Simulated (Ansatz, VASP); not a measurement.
## Two plane-wave programs on B

```
B
1.0
     1.77782    0.00000    0.00000
    -0.88891    1.53963    0.00000
     0.00000    0.00000    3.95321
B
2
Direct
  0.00000 0.00000 0.25421
  0.00000 0.00000 0.74579
```

Alike in both runs: task relaxation of cell and atoms; functional PBE; k mesh 12 × 12 × 4; occupations gaussian, width 0.1 eV; no spin polarisation.

|  | VASP | Ansatz |
| --- | --- | --- |
| version | VASP 6.6.1 | Ansatz 0.2.0 |
| potentials or method | VASP PAW PBE potentials, release 64 (B_h), cutoff 910 eV | scalar-relativistic, plane waves, PAW |
| valence electrons in the cell | 6 | 6 |

```tsv
	VASP	Ansatz	Ansatz less VASP
gap on the k mesh at the Fermi level, each at its own relaxed structure (eV)	none	none	-
relaxed volume (Å³/atom)	7.51	8.01	+0.495
relaxed cell length with the largest relative difference (Å)	5.104	5.422	+0.3180
```

A gap of «none» marks a metal or a gap that the smearing closes. One of these differences is far larger than is usual between the two programs; its cause wasn't traced.

The k mesh is coarse, so the values compare programs but aren't converged. Noted on VASP's run: the volume moved by over 15 % at a fixed basis, so the end points are rough.
